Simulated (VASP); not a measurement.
# Nb (Im-3m) in VASP: notebook, part 2 of 2

VASP 6.6.1. Earlier steps stand in the parts before.

## Step 4: Electric field gradients, PBE

This run uses another cell than the first one, of 18.43 Å³/atom, 1.053 times its volume.

INCAR reads:

```
SYSTEM = Nb
PREC = Accurate ; ENCUT = 520
EDIFF = 1E-8 ; ISMEAR = -1
SIGMA = 0.03 ; LREAL = .FALSE.
LASPH = .TRUE. ; NELM = 100
ALGO = Normal ; ISIF = 2
LWAVE = .FALSE. ; LCHARG = .FALSE.
GGA = PE ; LEFG = .TRUE.
NBANDS = 12
```

KPOINTS reads:

```
regular mesh
0
G
  15 15 15
  0 0 0
```

POSCAR reads:

```
Nb
1.0
   -1.6639500000      1.6639500000      1.6639500000
    1.6639500000     -1.6639500000      1.6639500000
    1.6639500000      1.6639500000     -1.6639500000
Nb
1
Direct
    0.0000000000      0.0000000000      0.0000000000
```

Potentials or basis: VASP PAW PBE potentials, release 64 (Nb_sv).

Run with:

```bash
$ cat potpaw_PBE.64/Nb_sv/POTCAR > POTCAR
$ mpirun -np 1 vasp_std > vasp.out
```

OUTCAR:

```text
SYSTEM = Nb
   PREC = Accurate
   ENCUT = 520
   EDIFF = 1E-8
   ISMEAR = -1
   LREAL = .FALSE.
   LASPH = .TRUE.
   NELM = 100
   ISIF = 2
   GGA = PE

 ion  position               nearest neighbor table
   1  0.000  0.000  0.000-

  LATTYP: Found a body centered cubic cell.
 ALAT       =     3.3279000000

  Lattice vectors:

 A1 = (  -1.6639500000,   1.6639500000,   1.6639500000)
 A2 = (   1.6639500000,  -1.6639500000,   1.6639500000)
 A3 = (   1.6639500000,   1.6639500000,  -1.6639500000)

Analysis of symmetry for initial positions (statically):
=====================================================================
 Subroutine PRICEL returns:
 Original cell was already a primitive cell.

 Routine SETGRP: Setting up the symmetry group for a
 body centered cubic supercell.

 Subroutine GETGRP returns: Found 48 space group operations
 (whereof 48 operations were pure point group operations)
[... 540 lines left out ...]

 VOLUME and BASIS-vectors are now :
 -----------------------------------------------------------------------------
  energy-cutoff  :      520.00
  volume of cell :       18.43
      direct lattice vectors                 reciprocal lattice vectors
    -1.663950000  1.663950000  1.663950000     0.000000000  0.300489798  0.300489798
     1.663950000 -1.663950000  1.663950000     0.300489798  0.000000000  0.300489798
     1.663950000  1.663950000 -1.663950000     0.300489798  0.300489798  0.000000000

 POSITION                                       TOTAL-FORCE (eV/Angst)
 -----------------------------------------------------------------------------------
      0.00000      0.00000      0.00000        -0.000000      0.000000      0.000000
 -----------------------------------------------------------------------------------
    total drift:                                0.000000      0.000000      0.000000

  FREE ENERGIE OF THE ION-ELECTRON SYSTEM (eV)
  ---------------------------------------------------
  free  energy   TOTEN  =       -10.2145225811 eV

  energy  without entropy=      -10.2091719762  energy(sigma->0) =      -10.21184728

 Electric field gradients (V/A^2)
---------------------------------------------------------------------
 ion       V_xx      V_yy      V_zz      V_xy      V_xz      V_yz
---------------------------------------------------------------------
   1      -0.000     0.000     0.000    -0.000    -0.000    -0.000
---------------------------------------------------------------------

 Electric field gradients after diagonalization (V/A^2)
 (convention: |V_zz| > |V_xx| > |V_yy|)
----------------------------------------------------------------------
 ion       V_xx      V_yy      V_zz     asymmetry (V_yy - V_xx)/ V_zz
----------------------------------------------------------------------
   1       0.000     0.000    -0.000       0.000
----------------------------------------------------------------------

           NMR quadrupolar parameters

 Cq : quadrupolar parameter    Cq=e*Q*V_zz/h
 eta: asymmetry parameters     (V_yy - V_xx)/ V_zz
 Q  : nuclear electric quadrupole moment in mb (millibarn)
----------------------------------------------------------------------
 ion       Cq(MHz)       eta       Q (mb)
----------------------------------------------------------------------
   1      -0.000       0.000       1.000
----------------------------------------------------------------------
```

OSZICAR:

```text
N       E                     dE             d eps       ncg     rms          rms(c)
DAV:   1     0.116454764415E+03    0.11645E+03   -0.72534E+03  2896   0.108E+03
DAV:   2    -0.591960991099E+01   -0.12237E+03   -0.11796E+03  3096   0.388E+02
DAV:   3    -0.103584666001E+02   -0.44389E+01   -0.42434E+01  4168   0.654E+01
DAV:   4    -0.106527950377E+02   -0.29433E+00   -0.29276E+00  4016   0.148E+01
DAV:   5    -0.106607417938E+02   -0.79468E-02   -0.79441E-02  4268   0.221E+00    0.689E+00
DAV:   6    -0.102556631343E+02    0.40508E+00   -0.61343E-01  4616   0.993E+00    0.239E+00
DAV:   7    -0.102091397743E+02    0.46523E-01   -0.18439E-01  4764   0.541E+00    0.967E-01
DAV:   8    -0.102144720131E+02   -0.53322E-02   -0.12270E-02  3500   0.144E+00    0.624E-02
DAV:   9    -0.102145139844E+02   -0.41971E-04   -0.11007E-03  4728   0.356E-01    0.413E-02
DAV:  10    -0.102145295717E+02   -0.15587E-04   -0.27135E-05  3432   0.676E-02    0.129E-02
DAV:  11    -0.102145229087E+02    0.66630E-05   -0.42814E-06  3876   0.344E-02    0.226E-03
DAV:  12    -0.102145227261E+02    0.18266E-06   -0.16750E-07  4556   0.488E-03    0.122E-03
DAV:  13    -0.102145225908E+02    0.13531E-06   -0.77288E-09  2504   0.128E-03    0.279E-04
DAV:  14    -0.102145225811E+02    0.96811E-08   -0.18610E-09  1868   0.667E-04
   1 F= -.10214523E+02 E0= -.10211847E+02  d E =-.535060E-02
```

stdout:

```text
POSCAR found type information on POSCAR Nb
 POSCAR found :  1 types and       1 ions
 scaLAPACK will be used
 LDA part: xc-table for (Slater+PW92), standard interpolation
 POSCAR, INCAR and KPOINTS ok, starting setup
 FFT: planning ... GRIDC
 FFT: planning ... GRID_SOFT
 FFT: planning ... GRID
 WAVECAR not read
 entering main loop
ion   1
```

It took 30 s on 1 thread of Intel Xeon Platinum 8259CL at 2.50GHz (Skylake/Cascade Lake), shared host; peak memory 0.15 GiB.

What came out:

| Item | Value |
| --- | --- |
| Free energy | -10.2145 eV |
| Pressure | -2.8 GPa |

Levels at points of the mesh, in eV from the Fermi level:
| k point | band 3 | band 4 | band 5 | band 6 | band 7 | band 8 | band 9 | band 10 |
| --- | --- | --- | --- | --- | --- | --- | --- | --- |
| (0.00, 0.00, 0.00) | -29.76 | -29.76 | -5.92 | 0.36 | 0.36 | 0.36 | 3.19 | 3.19 |

Caveat: without QUAD_EFG the Cq values of the log hold for a quadrupole moment of 1 mb, not for the nuclei.

## Step 5: Summary

```tsv
cell	gap on the mesh (eV)	pressure (GPa)
a = 2.833 Å, angles 109.5°, 1 atom	none	6.4
a = 2.858 Å, angles 109.5°, 1 atom	none	1.5
a = 2.882 Å, angles 109.5°, 1 atom	none	-2.8
```

Alike in all rows: task electric field gradients; level PBE; potentials or basis VASP PAW PBE potentials, release 64 (Nb_sv); no spin polarisation; k mesh 15 × 15 × 15; cutoff (eV) 520; smearing fermi-dirac 0.03 eV.

Total energies depend on the potentials used, so only differences within one code and one set of settings carry meaning.
